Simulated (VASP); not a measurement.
WC: single point with PBE

The system is WC.

```
CELL_PARAMETERS angstrom
0.00000 0.00000 5.69425
2.92173 -5.06059 0.00000
2.92173 5.06059 0.00000
ATOMIC_POSITIONS crystal
W 0.00000 0.00000 0.00000
W 0.50000 0.00000 0.00000
W 0.00000 0.50000 0.00000
W 0.50000 0.50000 0.00000
W 0.00000 0.00000 0.50000
W 0.50000 0.00000 0.50000
W 0.00000 0.50000 0.50000
W 0.50000 0.50000 0.50000
C 0.25000 0.66667 0.33333
C 0.75000 0.66667 0.33333
C 0.25000 0.16667 0.33333
C 0.75000 0.16667 0.33333
C 0.25000 0.66667 0.83333
C 0.75000 0.66667 0.83333
C 0.25000 0.16667 0.83333
C 0.75000 0.16667 0.83333
```

* Program: VASP 6.6.1
* Task: single point
* Functional: PBE
* Potentials or basis: VASP PAW PBE potentials, release 64 (W_sv, C)
* Cutoff: 600 eV
* k mesh: 1 × 1 × 1
* Occupations: gaussian, width 0.1 eV
* Spin: no spin polarisation
* Dipole correction: no
* Further INCAR settings: ALGO = Normal; EDIFF = 1e-06; NBANDS = 86

| Item | Value |
| --- | --- |
| Pressure | 5.4 GPa |
| Band gap on the k mesh | 0.08 eV |

Stress tensor (GPa, compression positive):
```
 14.21   0.00   0.00
  0.00  14.21   0.00
  0.00   0.00 -12.14
```

Levels at points of the mesh, in eV from the valence-band top:
```tsv
k point	band 70	band 71	band 72	band 73	band 74	band 75
(0.00, 0.00, 0.00)	0.00	0.00	0.00	0.08	1.85	1.85
```

Run time: 62 s on 1 thread of Intel Xeon 8259CL, on a shared host, peak memory 0.31 GiB.

Caveat: the k points lie up to 1.24 Å⁻¹ apart; spin-orbit coupling is left out, which moves the levels of the heavy elements. A k mesh can miss the band edges.
